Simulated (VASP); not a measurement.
Set up this calculation in VASP 6.6.1, as the native input.

```
Task                   : single point
Functional             : PBEsol
Potentials or basis    : VASP PAW PBE potentials, release 64 (Co)
Cutoff                 : 520 eV
k mesh                 : 18 × 18 × 10
Occupations            : gaussian, width 0.1 eV
Spin                   : collinear spin, ferromagnetic start
Starting moments       : [1.78, 1.78] μB
Dipole correction      : no
Further INCAR settings : ALGO = Normal; EDIFF = 1e-07; NBANDS = 20
```

The structure of Co lies in POSCAR:

```
Co
1.0
    2.4564222732      0.0000000000      0.0000000000
   -1.2282111366      2.1273240910      0.0000000000
    0.0000000000      0.0000000000      3.9694135544
Co
2
Direct
    0.3333333333      0.6666666667      0.2500000000
    0.6666666667      0.3333333333      0.7500000000
```

One way to write it, as run:

INCAR

```
SYSTEM = Co
ALGO = Normal ; EDIFF = 1E-7
ENCUT = 520 ; GGA = PS
ISIF = 2 ; ISMEAR = 0
ISPIN = 2 ; LASPH = .TRUE.
LCHARG = .FALSE. ; LMAXMIX = 4
LORBIT = 11 ; LREAL = .FALSE.
LWAVE = .FALSE. ; MAGMOM = 1.78 1.78
NBANDS = 20 ; NELM = 150
PREC = Accurate ; SIGMA = 0.1
```

KPOINTS

```
k-points
0
G
  18 18 10
  0 0 0
```

Potentials or basis: VASP PAW PBE potentials, release 64 (Co).

Run with:

```console
$ cat potpaw_PBE.64/Co/POTCAR > POTCAR
$ mpirun -np 1 vasp_std > vasp.out
```

It gave:

```
Pressure                                              : -0.9 GPa
Net moment                                            : 3.14 μB per cell
Site moments                                          : Co +1.58 μB
Valence electrons inside the program's atomic spheres : Co 8.36
```

Caveat: the PAW data sets were made with another functional, which shifts forces and pressure a little.

Wall time 3.5 min on 1 thread of Intel Xeon 8259CL, with other jobs on the host, peak memory 0.24 GiB.
